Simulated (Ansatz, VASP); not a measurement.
# One calculation of CoO, two programs

The input INCAR:

```
PREC = Accurate
ENCUT = 520
EDIFF = 1E-7
ISMEAR = -1
SIGMA = 0.05
LREAL = False
LASPH = True
NELM = 150
ALGO = Normal
ISIF = 2
LWAVE = False
LCHARG = False
ISPIN = 2
MAGMOM = 2 0
LORBIT = 11
LMAXMIX = 4
GGA = PE
NBANDS = 18
```

KPOINTS

```
Automatic mesh
0
Gamma
  12 12 12
```

Contents of POSCAR:

```
CoO
1.0
   -1.5278448268      1.5278448268      2.1349805184
    1.5278448268     -1.5278448268      2.1349805184
    1.5278448268      1.5278448268     -2.1349805184
Co O
1 1
Direct
    0.0000000000      0.0000000000      0.0000000000
    0.5000000000      0.5000000000      0.0000000000
```

File input.yaml:

```yaml
crystal:
  lattice:
    - [-1.5278448268, 1.5278448268, 2.1349805184]
    - [1.5278448268, -1.5278448268, 2.1349805184]
    - [1.5278448268, 1.5278448268, -2.1349805184]
  atoms:
    - { symbol: Co, position: [0.0, 0.0, 0.0], spin: 2.0 }
    - { symbol: O, position: [0.5, 0.5, 0.0] }
hamiltonian:
  xc: pbe
  pseudopotentials: { kind: paw }
magnetization:
  spin_polarized: true
kpoints:
  mp_grid: { grid: [12, 12, 12] }
scf:
  occupations: { method: fermi_dirac, width: 0.05 }
output:
  forces: true
  stress: true
  eigenvalues: true
```

Alike in both runs: task single point; functional PBE; k mesh 12 × 12 × 12; occupations fermi-dirac, width 0.05 eV; collinear spin.

```csv
,VASP,Ansatz
version,VASP 6.6.1,Ansatz 0.2.0
potentials or method,"VASP PAW PBE potentials, release 64 (Co, O)",Ansatz PAW
plane-wave cutoff (eV),520,420
valence electrons in the cell,15,23
```

VASP gave:

* gap on the k mesh at the Fermi level (eV): none
* pressure (GPa): -6.7
* traceless stress, the component that is largest in VASP (GPa): -0.07
* net moment per atom (μB): 1.48
* size of the moment on the site where the two differ most (μB): 2.59

Question: Estimate Ansatz's values.

Answer: gap on the k mesh at the Fermi level (eV): none; pressure (GPa): -6.3; traceless stress, the component that is largest in VASP (GPa): -0.08; net moment per atom (μB): 1.49; size of the moment on the site where the two differ most (μB): 2.52.

Site moments also hang on the region over which each program counts them. A gap of «none» marks a metal or a gap that the smearing closes. VASP's potentials hold 15 valence electrons a cell and Ansatz's 23, so a difference there can come from the potentials and not from the codes.
